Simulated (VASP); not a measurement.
A run of VASP 6.6.1 is set up as follows.

The input INCAR:

```
  PREC = Accurate
  ENCUT = 520
  EDIFF = 1E-7
  ISMEAR = 0
  SIGMA = 0.05
  LREAL = False
  LASPH = True
  NELM = 60
  ALGO = Normal
  ISIF = 2
  LWAVE = False
  LCHARG = True
  GGA = PS
  LELF = True
  LVHAR = True
  NBANDS = 16
```

File KPOINTS:

```
Automatic mesh
0
Gamma
  9 9 6
```

POSCAR

```
AlN
1.0
    3.4005000000      0.0000000000      0.0000000000
   -1.7002500000      2.9449193856      0.0000000000
    0.0000000000      0.0000000000      3.9744000000
Al N
2 2
Direct
    0.3333333333      0.6666666667      0.7500000000
    0.6666666667      0.3333333333      0.2500000000
    0.3333333333      0.6666666667      0.2500000000
    0.6666666667      0.3333333333      0.7500000000
```

Potentials or basis: VASP PAW PBE potentials, release 64 (Al, N).

The run is started by

```console
$ cat potpaw_PBE.64/Al/POTCAR potpaw_PBE.64/N/POTCAR > POTCAR
$ mpirun -np 1 vasp_std > vasp.out
```

(1) Estimate the pressure.

(2) What does it give for the band gap on the k mesh?

Answers

(1) -3.6 GPa.

(2) 3.42 eV, direct.

Caveat: the PAW data sets were made with another functional, which shifts forces and pressure a little.
